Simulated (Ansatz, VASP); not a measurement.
**One calculation of Ni, two programs**

```
Ni
1.0
     2.48804    0.00000    0.00000
     0.00000    3.51862    0.00000
     0.00000    0.00000   18.48800
Ni
3
Direct
  0.00000 0.00000 0.43769
  0.50000 0.50000 0.50000
  0.00000 0.00000 0.56231
```

Alike in both runs: functional PBE; k mesh 15 × 10 × 1; occupations fermi-dirac, width 0.05 eV; collinear spin.

Ansatz relaxed the structure, and its values are those at the end. VASP's run is a single point on that final structure, the one shown.

|  | VASP | Ansatz |
| --- | --- | --- |
| version | VASP 6.6.1 | Ansatz 0.2.0 |
| potentials or method | VASP PAW PBE potentials, release 64 (Ni), cutoff 520 eV | all-electron LAPW, scalar-relativistic |

```tsv
	VASP	Ansatz	Ansatz less VASP
net moment per atom (μB)	0.77	0.78	+0.011
size of the moment on the site where the two differ most (μB)	0.66	0.70	+0.041
```

Site moments also hang on the region over which each program counts them. Ansatz ran all-electron here, and VASP with PAW potentials.
